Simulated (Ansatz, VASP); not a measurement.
## CaO: VASP beside Ansatz

```
CELL_PARAMETERS angstrom
0.00000 2.64492 2.54696
2.64492 0.00000 2.54696
2.64492 2.64492 0.00000
ATOMIC_POSITIONS crystal
Ca 0.00000 0.00000 0.00000
O 0.50000 0.50000 0.50000
```

Change from the starting cell: strain +0.080 along x and y, +0.040 along z, atoms carried along.

Alike in both runs: task single point; functional PBE; k mesh 8 × 8 × 8; occupations gaussian, width 0.05 eV; no spin polarisation.

|  | VASP | Ansatz |
| --- | --- | --- |
| version | VASP 6.6.1 | Ansatz 0.2.0 |
| potentials or method | VASP PAW PBE potentials, release 64 (Ca_sv, O), cutoff 600 eV | scalar-relativistic, plane waves, PAW |
| valence electrons in the cell | 16 | 16 |

VASP gave:

| Quantity | Value |
| --- | --- |
| gap on the k mesh at the Fermi level (eV) | 2.94 |
| least direct gap on the mesh (eV) | 2.94 |
| pressure (GPa) | -14.6 |
| traceless stress, the component that is largest in VASP (GPa) | 0.44 |

Task: Which values does Ansatz return?

Result: gap on the k mesh at the Fermi level (eV): 2.95; least direct gap on the mesh (eV): 2.95; pressure (GPa): -14.7; traceless stress, the component that is largest in VASP (GPa): 0.37.
